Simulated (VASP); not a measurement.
# Bi in VASP: a series of runs

Runs on Bi. Level: LDA. Tasks: single point.

Everything below comes from runs of VASP 6.6.1. Logs are shortened: lines on timing, memory, paths and dates and some standing lists are left out, and cuts for length are marked.

### Step 1. The cell of the first run

The cell holds a slab with vacuum, 2 atoms: a = 4.013 Å, b = 4.013 Å, c = 28.000 Å, α = 90.00°, β = 90.00°, γ = 120.00°.

### Step 2. Single point, LDA

INCAR

```
PREC = Accurate ; ENCUT = 520
EDIFF = 1E-6 ; ISMEAR = 0
SIGMA = 0.02 ; LREAL = F
LASPH = T ; NELM = 100
ALGO = Normal ; ISIF = 2
LWAVE = F ; LCHARG = F
LDIPOL = T ; IDIPOL = 3
DIPOL = 0.5 0.5 0.500 ; NBANDS = 22
```

KPOINTS

```
regular mesh
0
Gamma
  9 9 1
```

POSCAR

```
Bi
1.0
    4.0130000000      0.0000000000      0.0000000000
   -2.0065000000      3.4753599454      0.0000000000
    0.0000000000      0.0000000000     28.0000000000
Bi
2
Direct
    0.3333333333      0.6666666667      0.5196964286
    0.6666666667      0.3333333333      0.4803035714
```

Potentials or basis: VASP PAW LDA potentials, release 64 (Bi_d).

The run is started by

```sh
$ cat potpaw_LDA.64/Bi_d/POTCAR > POTCAR
$ mpirun -np 1 vasp_std > vasp.out
```

OUTCAR:

```text
PREC = Accurate
   ENCUT = 520
   EDIFF = 1E-6
   ISMEAR = 0
   LREAL = F
   LASPH = T
   NELM = 100
   ISIF = 2

 ion  position               nearest neighbor table
   1  0.333  0.667  0.520-   2 2.57   2 2.57   2 2.57
   2  0.667  0.333  0.480-   1 2.57   1 2.57   1 2.57

  LATTYP: Found a hexagonal cell.
 ALAT       =     4.0130000000
 C/A-ratio  =     6.9773236980

  Lattice vectors:

 A1 = (   4.0130000000,   0.0000000000,   0.0000000000)
 A2 = (  -2.0065000000,   3.4753599454,   0.0000000000)
 A3 = (   0.0000000000,   0.0000000000,  28.0000000000)

Analysis of symmetry for initial positions (statically):
=====================================================================
 Subroutine PRICEL returns:
 Original cell was already a primitive cell.

 Routine SETGRP: Setting up the symmetry group for a
 hexagonal supercell.

 Subroutine GETGRP returns: Found 12 space group operations
 (whereof 12 operations were pure point group operations)
 out of a pool of 24 trial point group operations.

The static configuration has the point symmetry D_3d.

Analysis of symmetry for dynamics (positions and initial velocities):
=====================================================================
 Subroutine PRICEL returns:
 Original cell was already a primitive cell.

 Routine SETGRP: Setting up the symmetry group for a
 hexagonal supercell.

 Subroutine GETGRP returns: Found 12 space group operations
 (whereof 12 operations were pure point group operations)
 out of a pool of 24 trial point group operations.

The dynamic configuration has the point symmetry D_3d.

 Subroutine INISYM returns: Found 12 space group operations
 (whereof 12 operations are pure point group operations),
 and found     1 'primitive' translations

----------------------------------------------------------------------------------------

                                     Primitive cell

  volume of cell :     390.5053

  direct lattice vectors                    reciprocal lattice vectors
     4.013000000  0.000000000  0.000000000     0.249190132  0.143869990  0.000000000
    -2.006500000  3.475359945  0.000000000     0.000000000  0.287739980  0.000000000
     0.000000000  0.000000000 28.000000000     0.000000000  0.000000000  0.035714286

  length of vectors
     4.013000000  4.013000000 28.000000000     0.287739980  0.287739980  0.035714286

  position of ions in fractional coordinates (direct lattice)
     0.333333333  0.666666667  0.519696429
     0.666666667  0.333333333  0.480303571

  ion indices of the primitive-cell ions
[... 67 lines left out ...]
   NFREE  =      0    steps in history (QN), initial steepest desc. (CG)
   ISIF   =      2    stress and relaxation
   ISYM   =      2    0-nonsym 1-usesym 2-fastsym
   POTIM  = 0.5000    time-step for ionic-motion
   TEBEG  =    0.0;   TEEND  =   0.0 temperature during run
   PSTRESS=    0.0 pullay stress
   NELECT =      30.0000    total number of electrons
   NUPDOWN=      -1.0000    fix difference up-down
   EMIN   =  10.00;   EMAX   =-10.00  energy-range for DOS
   EFERMI =   0.00;   METHOD = LEGACY
   ISMEAR =     0;   SIGMA  =   0.02  broadening in eV -4-tet -1-fermi 0-gaus
   EFERMI_NEDOS =   21; number of points for ismear=-14 and -15
   IALGO  =     38    algorithm
   IMIX   =      4    mixing-type and parameters
     AMIX     =   0.40;   BMIX     =  1.00
     AMIX_MAG =   1.60;   BMIX_MAG =  1.00
  volume/ion in A,a.u.               =     195.25      1317.63
  Fermi-wavevector in a.u.,A,eV,Ry     =   0.695942  1.315139  6.589778  0.484335
  Thomas-Fermi vector in A             =   1.778854
   LORBIT       =      0    0 simple, 1 ext, 2 COOP (PROOUT), +10 PAW based schemes
   GGA     = CA    functional components
   LHFCALC =     F    Hartree Fock is set to
   AEXX    =    0.0000 exact exchange contribution
   IVDW    =     0    specifies the selected vdW correction
   LEPSILON=     F    determine dielectric tensor
   LRPA    =     F    only Hartree local field effects (RPA)
 non-spin polarized calculation
 Gauss-broadening in eV      SIGMA  =   0.02
  energy-cutoff  :      520.00
  volume of cell :      390.51
 maximum number of plane-waves:     10561
 NGX is ok and might be reduce to    30
   NGX = 15   NGY = 15   NGZ =105

 dipolmoment           0.000000      0.000000      0.000000 electrons x Angstroem

 number of electron      29.9999989 magnetization

 dipolmoment           0.000000      0.000000     -0.000000 electrons x Angstroem

 Free energy of the ion-electron system (eV)
  ---------------------------------------------------
  ext. energy  EPLUGINS =         0.00000000
  ---------------------------------------------------
  free energy    TOTEN  =        -5.71483078 eV

  energy without entropy =       -5.71420565  energy(sigma->0) =       -5.71451821

 E-fermi :  -2.5792     XC(G=0):  -2.0986

 val. band max:       -2.5959390187   @ k =   0.1111   0.1111   0.0000
 cond. band min:      -2.2075811232   @ k =   0.4444  -0.0000   0.0000
 fundamental gap:      0.3883578954
 Fermi energy:        -2.5792165577

 k-point     1 :       0.0000    0.0000    0.0000
  band No.  band energies     occupation
      1     -26.8798      2.00000
      2     -26.8798      2.00000
      3     -26.4537      2.00000
      4     -26.4537      2.00000
      5     -26.1087      2.00000
      6     -25.8042      2.00000
[... 289 lines left out ...]
     21       3.7781      0.00000
     22       4.8231      0.00000

------------------------ aborting loop because EDIFF is reached ----------------------------------------

 vacuum level on the upper side and lower side of the slab       (xc-potential included)        -0.006        -0.006

  FORCE on cell =-STRESS in cart. coord.  units (eV):
  Direction    XX          YY          ZZ          XY          YZ          ZX
  --------------------------------------------------------------------------------------
  -------------------------------------------------------------------------------------
  Total       14.2617711     14.2617711      8.7813148      0.0000000      0.0000000      0.0000000
  in kB       58.5136326     58.5136326     36.0282482      0.0000000      0.0000000      0.0000000
  external PRESSURE =      51.0185045 kB  Pullay stress =       0.0000000 kB

 VOLUME and BASIS-vectors are now :
 -----------------------------------------------------------------------------
  energy-cutoff  :      520.00
  volume of cell :      390.51
      direct lattice vectors                 reciprocal lattice vectors
     4.013000000  0.000000000  0.000000000     0.249190132  0.143869990  0.000000000
    -2.006500000  3.475359945  0.000000000     0.000000000  0.287739980  0.000000000
     0.000000000  0.000000000 28.000000000     0.000000000  0.000000000  0.035714286

 POSITION                                       TOTAL-FORCE (eV/Angst)
 -----------------------------------------------------------------------------------
     -0.00000      2.31691     14.55150        -0.000000      0.000000      7.992602
      2.00650      1.15845     13.44850         0.000000      0.000000     -7.992602
 -----------------------------------------------------------------------------------
    total drift:                                0.000000      0.000000     -0.000000

  FREE ENERGIE OF THE ION-ELECTRON SYSTEM (eV)
  ---------------------------------------------------
  free  energy   TOTEN  =        -5.7148307758 eV

  energy  without entropy=       -5.7142056513  energy(sigma->0) =       -5.71451821

 vacuum level on the upper side and lower side of the slab         1.989         1.989
```

stdout:

```text
POSCAR found type information on POSCAR Bi
 POSCAR found :  1 types and       2 ions
 scaLAPACK will be used
 LDA part: xc-table for (Slater(with rela. corr.)+CA(PZ))
 , standard interpolation
 POSCAR, INCAR and KPOINTS ok, starting setup
 FFT: planning ... GRIDC
 FFT: planning ... GRID_SOFT
 FFT: planning ... GRID
 WAVECAR not read
 entering main loop
```

It took 86 s on 1 thread of Intel Xeon Platinum 8488C (Sapphire Rapids), shared host; peak memory 0.36 GiB.

Results:

- Free energy: -5.7148 eV
- Largest force: 7.993 eV/Å
- Band gap on the k mesh: zero (bands 15 and 16 overlap by 0.06 eV)

Forces on the atoms (eV/Å):
```
Bi   0.000  0.000  7.993
Bi   0.000  0.000 -7.993
```

Caveat: spin-orbit coupling is left out, which moves the levels of the heavy elements.

### Step 3. Single point, LDA

INCAR

```
SYSTEM = Bi
PREC = Accurate
ENCUT = 520
EDIFF = 1E-6
ISMEAR = 0
SIGMA = 0.02
LREAL = .False.
LASPH = .True.
NELM = 80
ALGO = Normal
ISIF = 2
LWAVE = .False.
LCHARG = .True.
LDIPOL = .True.
IDIPOL = 3
DIPOL = 0.5 0.5 0.500
GGA = CA
LELF = .True.
LVHAR = .True.
LVACPOTAV = .True.
NBANDS = 22
```

KPOINTS

```
regular mesh
0
Gamma
  9 9 1
  0 0 0
```

POSCAR

```
Bi
1.0
    4.0130000000      0.0000000000      0.0000000000
   -2.0065000000      3.4753599454      0.0000000000
    0.0000000000      0.0000000000     28.0000000000
Bi
2
Direct
    0.3333333333      0.6666666667      0.5328214286
    0.6666666667      0.3333333333      0.4671785714
```

Potentials or basis: VASP PAW LDA potentials, release 64 (Bi_d).

The run is started by

```sh
$ cat potpaw_LDA.64/Bi_d/POTCAR > POTCAR
$ mpirun -np 1 vasp_std > vasp.out
```

Run time: 99 s. Hardware: 1 thread of Intel Xeon Platinum 8488C (Sapphire Rapids), shared host; peak memory 0.36 GiB.

It converged, with:

```yaml
Free_energy: -8.4995 eV
Largest_force: 0.139 eV/Å
Band_gap_on_the_k_mesh: zero (bands 15 and 16 overlap by 0.01 eV)
```

Forces in eV/Å, atoms in the order of the input:
```
Bi   0.000  0.000 -0.139
Bi   0.000  0.000  0.139
```

Levels at points of the mesh, in eV from the Fermi level:
| k point | band 12 | band 13 | band 14 | band 15 | band 16 | band 17 | band 18 | band 19 |
| --- | --- | --- | --- | --- | --- | --- | --- | --- |
| (0.00, 0.00, 0.00) | -9.49 | -2.22 | 0.02 | 0.02 | 0.54 | 2.48 | 2.48 | 3.22 |

Caveat: spin-orbit coupling is left out, which moves the levels of the heavy elements.

The gap in the log of VASP goes by the Fermi energy; the results here count the filled bands.